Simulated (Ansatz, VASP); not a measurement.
# Two plane-wave programs on ZnO

File INCAR:

```
PREC = Accurate
ENCUT = 520
EDIFF = 1E-6
ISMEAR = 0
SIGMA = 0.028999999999999998
LREAL = False
LASPH = True
NELM = 60
ALGO = Normal
ISIF = 2
LWAVE = False
LCHARG = False
GGA = PE
NBANDS = 26
```

Contents of KPOINTS:

```
Automatic mesh
0
Gamma
  9 9 5
```

The input POSCAR:

```
ZnO
1.0
    3.2493080000      0.0000000000      0.0000000000
   -1.6246540000      2.8139832727      0.0000000000
    0.0000000000      0.0000000000      5.2057090000
Zn O
2 2
Direct
    0.6666666667      0.3333333333      0.0000000000
    0.3333333333      0.6666666667      0.5000000000
    0.3333333333      0.6666666667      0.8790100000
    0.6666666667      0.3333333333      0.3790100000
```

The input input.yaml:

```yaml
crystal:
  lattice:
    - [3.249308, 0.0, 0.0]
    - [-1.624654, 2.8139832727, 0.0]
    - [0.0, 0.0, 5.205709]
  atoms:
    - { symbol: Zn, position: [0.6666666667, 0.3333333333, 0.0] }
    - { symbol: Zn, position: [0.3333333333, 0.6666666667, 0.5] }
    - { symbol: O, position: [0.3333333333, 0.6666666667, 0.87901] }
    - { symbol: O, position: [0.6666666667, 0.3333333333, 0.37901] }
hamiltonian:
  xc: pbe
  pseudopotentials: { kind: paw }
kpoints:
  mp_grid: { grid: [9, 9, 5] }
scf:
  occupations: { method: gaussian, width: 0.029 }
output:
  forces: true
  stress: true
  eigenvalues: true
  write_density: true
  write_potential: true
  elf: true
  volumetric_format: npy
```

Alike in both runs: task single point; functional PBE; k mesh 9 × 9 × 5; occupations gaussian, width 0.029 eV; no spin polarisation.

|  | VASP | Ansatz |
| --- | --- | --- |
| version | VASP 6.6.1 | Ansatz 0.2.0 |
| potentials or method | VASP PAW PBE potentials, release 64 (Zn, O) | Ansatz PAW |
| plane-wave cutoff (eV) | 520 | 420 |
| valence electrons in the cell | 36 | 36 |

```tsv
	VASP	Ansatz	Ansatz less VASP
gap on the k mesh at the Fermi level (eV)	0.79	0.80	+0.015
least direct gap on the mesh (eV)	0.79	0.80	+0.015
pressure (GPa)	6.0	4.9	-1.10
traceless stress, the component that is largest in VASP (GPa)	1.17	1.14	-0.039
rms of the force components (eV/Å)	0.043	0.040	-0.0024
```

Atom by atom the forces differ by 0.002 eV/Å (rms over components). The functional is the same, so the differences come from potentials, cutoffs and numerics.

Noted on Ansatz's run: odd divisions of the mesh miss points on the zone boundary, where band edges often lie, so the gap on the mesh can be too wide.
